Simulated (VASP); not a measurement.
# H4C2O in VASP: a series of runs

The runs below take H4C2O through single point, with PBE+D3(BJ).

Everything below comes from runs of VASP 6.6.1. Logs are shortened: lines on timing, memory, paths and dates and some standing lists are left out, and cuts for length are marked.

**1. The cell of the first run**

The cell holds a disordered packing, 21 atoms: a = 6.887 Å, b = 6.887 Å, c = 6.887 Å, α = 90.00°, β = 90.00°, γ = 90.00°.

**2. Single point, PBE+D3(BJ)**

Contents of INCAR:

```
ALGO = Normal ; EDIFF = 1E-6
ENCUT = 1000 ; GGA = PE
GGA_COMPAT = F ; ISIF = 2
ISMEAR = -1 ; IVDW = 12
LASPH = T ; LCHARG = F
LREAL = Auto ; LWAVE = F
NBANDS = 43 ; NELM = 120
PREC = Accurate ; SIGMA = 0.05
```

Contents of KPOINTS:

```
k-points
0
Gamma
  1 1 1
```

Contents of POSCAR:

```
H4C2O
1.0
    6.8873110000      0.0000000000      0.0000000000
    0.0000000000      6.8873110000      0.0000000000
    0.0000000000      0.0000000000      6.8873110000
C H O
6 12 3
Direct
    0.1472998678      0.9634819743     -0.0152018691
    0.7233301937      0.1930942279      0.8597695095
    0.7605580756      0.5790794114      0.4041199824
    0.1635906960      0.4954618718      0.7255226314
    0.7083461165      0.7127745502      0.9182974313
    0.6682869410      0.0173217094      0.3817745416
    0.2979537297      0.9247876276     -0.0025989824
    0.0573082877      0.8962859380      0.1017668579
    0.0968157239      0.9258185088     -0.1631696318
    0.1451945469      1.1200888126     -0.0066789492
    0.7388369714      0.0853453547      0.9764914057
    0.5725166179      0.1846874637      0.8050602042
    0.7878691698      0.1226748727      0.7384739850
    0.7758615808      0.3312178004      0.8961117046
    0.8021563133      0.4331734112      0.4427272124
    0.7264083181      0.6827918762      0.5187801161
    0.6164089294      0.5596814199      0.3185132775
    0.8629202311      0.6510087899      0.3041535368
    0.3044729648      0.4256523337      0.7624891630
    0.5678994313      0.7102046067      1.0002452336
    0.5068596438      0.0062288461      0.3923882630
```

Potentials or basis: VASP PAW PBE potentials, release 64 (C_h, H_h, O_h).

The run is started by

```
cat potpaw_PBE.64/C_h/POTCAR potpaw_PBE.64/H_h/POTCAR potpaw_PBE.64/O_h/POTCAR > POTCAR
mpirun -np 1 vasp_gam > vasp.out
```

OUTCAR:

```text
EDIFF = 1E-6
   ENCUT = 1000
   GGA = PE
   ISIF = 2
   ISMEAR = -1
   IVDW = 12
   LASPH = T
   LREAL = Auto
   NELM = 120
   PREC = Accurate
 IVDW          = 12

 ion  position               nearest neighbor table
   1  0.147  0.963  0.985-   7 1.07  10 1.08   9 1.11   8 1.12
   2  0.723  0.193  0.860-  14 1.05  13 1.06  11 1.10  12 1.11
   3  0.761  0.579  0.404-  15 1.08  16 1.09  18 1.10  17 1.16
   4  0.164  0.495  0.726-  19 1.11
   5  0.708  0.713  0.918-  20 1.12
   6  0.668  0.017  0.382-  21 1.12
   7  0.298  0.925  0.997-   1 1.07
   8  0.057  0.896  0.102-   1 1.12
   9  0.097  0.926  0.837-   1 1.11
[... 10 lines left out ...]
  20  0.568  0.710  0.000-   5 1.12
  21  0.507  0.006  0.392-   6 1.12

  LATTYP: Found a simple cubic cell.
 ALAT       =     6.8873110000

  Lattice vectors:

 A1 = (   6.8873110000,   0.0000000000,   0.0000000000)
 A2 = (   0.0000000000,   6.8873110000,   0.0000000000)
 A3 = (   0.0000000000,   0.0000000000,   6.8873110000)

Analysis of symmetry for initial positions (statically):
=====================================================================
 Subroutine PRICEL returns:
 Original cell was already a primitive cell.

 Routine SETGRP: Setting up the symmetry group for a
 simple cubic supercell.

 Subroutine GETGRP returns: Found  1 space group operations
 (whereof  1 operations were pure point group operations)
 out of a pool of 48 trial point group operations.

The static configuration has the point symmetry C_1 .

Analysis of symmetry for dynamics (positions and initial velocities):
=====================================================================
 Subroutine PRICEL returns:
 Original cell was already a primitive cell.

 Routine SETGRP: Setting up the symmetry group for a
 simple cubic supercell.

 Subroutine GETGRP returns: Found  1 space group operations
 (whereof  1 operations were pure point group operations)
 out of a pool of 48 trial point group operations.

The dynamic configuration has the point symmetry C_1 .

 Subroutine INISYM returns: Found  1 space group operations
 (whereof  1 operations are pure point group operations),
 and found     1 'primitive' translations

----------------------------------------------------------------------------------------

                                     Primitive cell

  volume of cell :     326.7000

  direct lattice vectors                    reciprocal lattice vectors
     6.887311000  0.000000000  0.000000000     0.145194547  0.000000000  0.000000000
     0.000000000  6.887311000  0.000000000     0.000000000  0.145194547  0.000000000
     0.000000000  0.000000000  6.887311000     0.000000000  0.000000000  0.145194547

  length of vectors
     6.887311000  6.887311000  6.887311000     0.145194547  0.145194547  0.145194547

  position of ions in fractional coordinates (direct lattice)
     0.147299868  0.963481974  0.984798131
     0.723330194  0.193094228  0.859769509
     0.760558076  0.579079411  0.404119982
     0.163590696  0.495461872  0.725522631
     0.708346117  0.712774550  0.918297431
     0.668286941  0.017321709  0.381774542
[... 13 lines left out ...]
     0.567899431  0.710204607  0.000245234
     0.506859644  0.006228846  0.392388263

  ion indices of the primitive-cell ions
   primitive index   ion index
                 1           1
                 2           2
                 3           3
                 4           4
                 5           5
                 6           6
[... 13 lines left out ...]
                20          20
                21          21

----------------------------------------------------------------------------------------

 KPOINTS: k-points

Automatic generation of k-mesh.
 Grid dimensions read from file:
 generate k-points for:    1    1    1

 Generating k-lattice:

  Cartesian coordinates                     Fractional coordinates (reciprocal lattice)
     0.145194547  0.000000000  0.000000000     1.000000000  0.000000000  0.000000000
     0.000000000  0.145194547  0.000000000     0.000000000  1.000000000  0.000000000
     0.000000000  0.000000000  0.145194547     0.000000000  0.000000000  1.000000000

  Length of vectors
     0.145194547  0.145194547  0.145194547

  Shift w.r.t. Gamma in fractional coordinates (k-lattice)
     0.000000000  0.000000000  0.000000000

 Subroutine IBZKPT returns following result:
 ===========================================

 Found      1 irreducible k-points:

 Following reciprocal coordinates:
            Coordinates               Weight
  0.000000  0.000000  0.000000      1.000000
   k-points           NKPTS =      1   k-points in BZ     NKDIM =      1   number of bands    NBANDS=     43
   number of dos      NEDOS =    301   number of ions     NIONS =     21
   total plane-waves  NPLWV = 373248
   dimension x,y,z NGX =    72 NGY =   72 NGZ =   72
   dimension x,y,z NGXF=   144 NGYF=  144 NGZF=  144
   ions per type =               6  12   3
   NGX,Y,Z   is equivalent  to a cutoff of  17.38, 17.38, 17.38 a.u.
   NGXF,Y,Z  is equivalent  to a cutoff of  34.76, 34.76, 34.76 a.u.
 SYSTEM =  unknown system
   PREC   = accura    normal or accurate (medium, high low for compatibility)
   ISTART =      0    job   : 0-new  1-cont  2-samecut
   ICHARG =      2    charge: 1-file 2-atom 10-const
   ISPIN  =      1    spin polarized calculation?
   LNONCOLLINEAR =      F non collinear calculations
   LSORBIT =      F    spin-orbit coupling
   LASPH  =      T    aspherical Exc in radial PAW
   ENCUT  = 1000.0 eV  73.50 Ry    8.57 a.u.  17.76 17.76 17.76*2*pi/ulx,y,z
   NELM   =    120;   NELMIN=  2; NELMDL= -5     # of ELM steps
   EDIFF  = 0.1E-05   stopping-criterion for ELM
   LREAL  =      T    real-space projection
   EDIFFG = 0.1E-04   stopping-criterion for IOM
   NSW    =      0    number of steps for IOM
   IBRION =     -1    ionic relax: 0-MD 1-quasi-New 2-CG
   NFREE  =      0    steps in history (QN), initial steepest desc. (CG)
   ISIF   =      2    stress and relaxation
   ISYM   =      2    0-nonsym 1-usesym 2-fastsym
   POTIM  = 0.5000    time-step for ionic-motion
   TEBEG  =    0.0;   TEEND  =   0.0 temperature during run
   PSTRESS=    0.0 pullay stress
   NELECT =      54.0000    total number of electrons
   NUPDOWN=      -1.0000    fix difference up-down
   EMIN   =  10.00;   EMAX   =-10.00  energy-range for DOS
   EFERMI =   0.00;   METHOD = LEGACY
   ISMEAR =    -1;   SIGMA  =   0.05  broadening in eV -4-tet -1-fermi 0-gaus
   EFERMI_NEDOS =   21; number of points for ismear=-14 and -15
   IALGO  =     38    algorithm
   IMIX   =      4    mixing-type and parameters
     AMIX     =   0.40;   BMIX     =  1.00
     AMIX_MAG =   1.60;   BMIX_MAG =  1.00
  volume/ion in A,a.u.               =      15.56       104.98
  Fermi-wavevector in a.u.,A,eV,Ry     =   0.898441  1.697808 10.982580  0.807197
  Thomas-Fermi vector in A             =   2.021151
   LORBIT       =      0    0 simple, 1 ext, 2 COOP (PROOUT), +10 PAW based schemes
   GGA     = PE    functional components
   LHFCALC =     F    Hartree Fock is set to
   AEXX    =    0.0000 exact exchange contribution
   IVDW    =    12    specifies the selected vdW correction
   LEPSILON=     F    determine dielectric tensor
   LRPA    =     F    only Hartree local field effects (RPA)
 non-spin polarized calculation
  energy-cutoff  :     1000.00
  volume of cell :      326.70
 maximum number of plane-waves:     11792
 NGX is ok and might be reduce to    70
   NGX = 35   NGY = 35   NGZ = 35

 number of electron      53.9999998 magnetization

 Free energy of the ion-electron system (eV)
  ---------------------------------------------------
  ext. energy  EPLUGINS =         0.00000000
  ---------------------------------------------------
  free energy    TOTEN  =      -116.43556432 eV

  energy without entropy =     -116.43556432  energy(sigma->0) =     -116.43556432

 E-fermi :  -4.4759     XC(G=0):  -5.8400

 val. band max:       -5.7160815252   @ k =   0.0000   0.0000   0.0000
 cond. band min:       0.7098528123   @ k =   0.0000   0.0000   0.0000
 fundamental gap:      6.4259343375
 Fermi energy:        -4.4758512243

 k-point     1 :       0.0000    0.0000    0.0000
  band No.  band energies     occupation
      1     -26.6726      2.00000
      2     -26.6558      2.00000
      3     -26.6066      2.00000
      4     -14.5355      2.00000
      5     -14.2252      2.00000
      6     -14.0876      2.00000
[... 31 lines left out ...]
     38       4.8226      0.00000
     39       4.9879      0.00000
 [bands above 39 left out]

------------------------ aborting loop because EDIFF is reached ----------------------------------------

 Edisp (eV)   -0.77434

 E8    (eV) :    -0.1813

  FORCE on cell =-STRESS in cart. coord.  units (eV):
  Direction    XX          YY          ZZ          XY          YZ          ZX
  --------------------------------------------------------------------------------------
  -------------------------------------------------------------------------------------
  Total       7.33844     2.40685     0.65437    -2.97506    -0.04628    -1.22996
  in kB      35.98860    11.80349     3.20913   -14.59007    -0.22694    -6.03188
  external pressure =       17.00 kB  Pullay stress =        0.00 kB

 VOLUME and BASIS-vectors are now :
 -----------------------------------------------------------------------------
  energy-cutoff  :     1000.00
  volume of cell :      326.70
      direct lattice vectors                 reciprocal lattice vectors
     6.887311000  0.000000000  0.000000000     0.145194547  0.000000000  0.000000000
     0.000000000  6.887311000  0.000000000     0.000000000  0.145194547  0.000000000
     0.000000000  0.000000000  6.887311000     0.000000000  0.000000000  0.145194547

 POSITION                                       TOTAL-FORCE (eV/Angst)
 -----------------------------------------------------------------------------------
      1.01450      6.63580      6.78261        -0.575930     -0.189614     -0.298834
      4.98180      1.32990      5.92150        -1.810268     -2.389984     -0.239492
      5.23820      3.98830      2.78330        -2.097537      0.473378     -1.887967
      1.12670      3.41240      4.99690        -2.522139      1.258151     -0.689198
      4.87860      4.90910      6.32460         1.489725     -0.035147     -0.936568
      4.60270      0.11930      2.62940         2.228053      0.365700     -0.182964
[... 13 lines left out ...]
      3.91130      4.89140      0.00169        -1.618018     -0.027680      0.796171
      3.49090      0.04290      2.70250        -2.333949     -0.132715      0.143848
 -----------------------------------------------------------------------------------
    total drift:                               -0.003691      0.003374     -0.000370

  FREE ENERGIE OF THE ION-ELECTRON SYSTEM (eV)
  ---------------------------------------------------
  free  energy   TOTEN  =      -117.2098998181 eV

  energy  without entropy=     -117.2098998180  energy(sigma->0) =     -117.20989982
```

Run time: 71 s. Hardware: 1 thread of Intel Xeon Platinum 8375C at 2.90GHz (Ice Lake), shared host; peak memory 0.71 GiB.

What came out:

| Property | Result |
| --- | --- |
| Free energy | -117.2099 eV |
| Pressure | 1.7 GPa |
| Largest force | 3.008 eV/Å |
| Dispersion energy per atom | -0.037 eV |

Forces on the atoms (eV/Å):
```
C   -0.576 -0.190 -0.299
C   -1.810 -2.390 -0.239
C   -2.098  0.473 -1.888
C   -2.522  1.258 -0.689
C    1.490 -0.035 -0.937
C    2.228  0.366 -0.183
H    0.534 -0.471  0.210
H    0.414  0.296 -0.615
H   -0.036 -0.170  0.497
H   -0.301  0.568  0.264
H    0.009  0.395  0.246
H   -0.044  0.686  0.742
H    1.437 -0.066 -0.927
H    0.514  1.436  0.175
H    0.495 -0.261  0.593
H    0.300 -0.416  0.539
H    1.391  0.239  0.786
H    0.050 -0.342  0.160
O    2.478 -1.213  0.624
O   -1.618 -0.028  0.796
O   -2.334 -0.133  0.144
```

Stress tensor (GPa, compression positive):
```
 3.60 -1.46 -0.60
-1.46  1.18 -0.02
-0.60 -0.02  0.32
```

Caveat: the k points lie up to 0.91 Å⁻¹ apart, too coarse for converged energies, forces and pressures.

[end of part 1 of 2]
